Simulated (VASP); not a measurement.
Al18HO: single point with LDA

Al18HO, a slab with vacuum:

```
Al O H
1.0
     5.72757    0.00000    0.00000
     4.29567    7.44032    0.00000
     0.00000    0.00000   15.67654
Al O H
18 1 1
Cartesian
  1.4319 0.8267 1.0000
  4.2957 0.8267 1.0000
  2.8638 3.3068 1.0000
  5.7276 3.3068 1.0000
  4.2957 5.7869 1.0000
  7.1595 5.7869 1.0000
  -0.0057 1.6938 3.2559
  2.8870 1.6494 3.2650
  1.4360 4.0853 3.2274
  4.2987 4.1445 3.2870
  2.8802 6.6202 3.2955
  5.7189 6.6061 3.2875
  -0.0111 0.1542 5.5378
  2.8733 0.0059 5.5511
  1.4307 2.4610 5.6032
  4.2896 2.4769 5.5431
  2.7522 4.8730 5.5303
  5.8299 4.8445 5.5080
  4.3108 5.7837 6.4506
  4.3220 5.7689 7.4324
```

```json
{"Program": "VASP 6.6.1", "Task": "single point", "Functional": "LDA", "Potentials or basis": "VASP PAW LDA potentials, release 64 (Al, O, H)", "Cutoff": "520 eV", "k mesh": "3 × 2 × 1", "Occupations": "fermi-dirac, width 0.1 eV", "Spin": "no spin polarisation", "Dipole correction": "no", "Further INCAR settings": "LREAL = Auto; ALGO = Normal; EDIFF = 1e-07; NBANDS = 46"}
```

* Largest force: 0.331 eV/Å
* Band gap on the k mesh: zero (an odd number of electrons rules out a gap without spin polarisation)

Forces on the atoms (eV/Å):
```
Al  -0.132  0.069  0.023
Al   0.132  0.302 -0.036
Al   0.168 -0.105 -0.058
Al  -0.164 -0.230 -0.141
Al   0.037 -0.011  0.179
Al  -0.038 -0.025  0.016
Al  -0.011 -0.007  0.003
Al   0.008  0.006 -0.004
Al   0.009  0.004 -0.006
Al  -0.010 -0.006 -0.004
Al   0.007  0.002 -0.006
Al  -0.008  0.002  0.006
Al  -0.009 -0.010 -0.007
Al   0.001 -0.005 -0.001
Al   0.005  0.015  0.010
Al   0.002  0.007 -0.004
Al   0.003 -0.002  0.008
Al  -0.009  0.004  0.005
O    0.006 -0.007 -0.140
H    0.002 -0.001  0.158
```

Levels at points of the mesh, in eV from the Fermi level:
```tsv
k point	band 27	band 28	band 29	band 30	band 31	band 32	band 33	band 34	band 35	band 36
(0.00, 0.00, 0.00)	-0.66	-0.48	-0.38	-0.24	-0.09	0.15	0.33	0.54	0.62	1.26
(0.00, 0.50, 0.00)	-1.35	-1.04	-0.39	-0.30	-0.26	0.21	0.52	0.62	1.11	1.27
```

Wall time 7.3 min on 1 thread of Intel Xeon 8259CL, with other jobs on the host, peak memory 0.58 GiB.

Caveat: the k points lie up to 0.42 Å⁻¹ apart, too coarse for converged energies and pressures of a metal; there is no dipole correction, which matters where the two faces differ; an odd number of electrons without spin polarisation forces a metal; a magnetic or distorted state may lie lower.
